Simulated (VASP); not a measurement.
# Si: relaxation of cell and atoms with PBE

The system is Si.

```
Si
1.0
     4.44000    0.00000    0.00000
     0.00000    4.44000    0.00000
     0.00000    0.00000    4.44000
Si
7
Cartesian
  2.2200 2.2200 0.0000
  0.0000 2.2200 2.2200
  2.2200 0.0000 2.2200
  2.2200 2.2200 2.2200
  2.2200 0.0000 0.0000
  0.0000 2.2200 0.0000
  0.0000 0.0000 2.2200
```

| Property | Result |
| --- | --- |
| Program | VASP 6.6.1 |
| Task | relaxation of cell and atoms |
| Functional | PBE |
| Potentials or basis | VASP PAW PBE potentials, release 64 (Si) |
| Cutoff | 600 eV |
| k mesh | 4 × 4 × 4 |
| Occupations | gaussian, width 0.1 eV |
| Spin | no spin polarisation |
| Dipole correction | no |
| Further INCAR settings | ALGO = Normal; EDIFF = 1e-06; IBRION = 2; EDIFFG = -0.04; NSW = 90; ISIF = 3 |

```
Relaxed volume                         : 17.67 Å³/atom
Relaxed cell                           : a = 4.983 Å, b = 4.983 Å, c = 4.983 Å, α = 90.00°, β = 90.00°, γ = 90.00°
Space group after relaxing (to 0.05 Å) : Pm-3m (No. 221)
Energy gained by relaxing              : 708.8 meV/atom
Ionic steps                            : 3
Pressure after relaxing                : -0.1 GPa
Band gap on the k mesh                 : zero (band 14 reaches 8.32 eV, above the bottom of band 15 at 5.83 eV)
```

Step by step:
```csv
step,energy change (eV),largest force (eV/Å),pressure (GPa),volume (Å³)
1,0.0000,0.0000,60.12,87.53
2,-3.1405,0.0000,-12.01,161.44
3,-4.9618,0.0000,-0.15,123.72
```

Final structure:
```
Si
1.0
     4.98294    0.00000    0.00000
     0.00000    4.98294    0.00000
     0.00000    0.00000    4.98294
Si
7
Direct
  0.50000 0.50000 0.00000
  0.00000 0.50000 0.50000
  0.50000 0.00000 0.50000
  0.50000 0.50000 0.50000
  0.50000 0.00000 0.00000
  0.00000 0.50000 0.00000
  0.00000 0.00000 0.50000
```

Levels at points of the mesh, in eV from the Fermi level:
```
           k point  band 10  band 11  band 12  band 13  band 14  band 15  band 16  band 17  band 18
(0.00, 0.00, 0.00)    -2.94    -2.94    -2.94    -1.52    -1.52    -1.52     0.75     1.88     1.88
(0.50, 0.00, 0.00)    -4.42    -1.76    -1.72    -1.72    -0.42     0.06     0.87     0.87     1.52
(0.50, 0.50, 0.00)    -4.04    -1.61    -0.89    -0.36     0.36     0.36     0.43     1.64     2.01
(0.50, 0.50, 0.50)     0.78     0.92     0.92     0.92     0.96     0.96     0.96     0.99     0.99
```

Run time: 63 s on 1 thread of AMD EPYC 7R13, on a shared host, peak memory 0.17 GiB.

Caveat: the volume moved by over 15 % at a fixed basis, so the end points are rough.
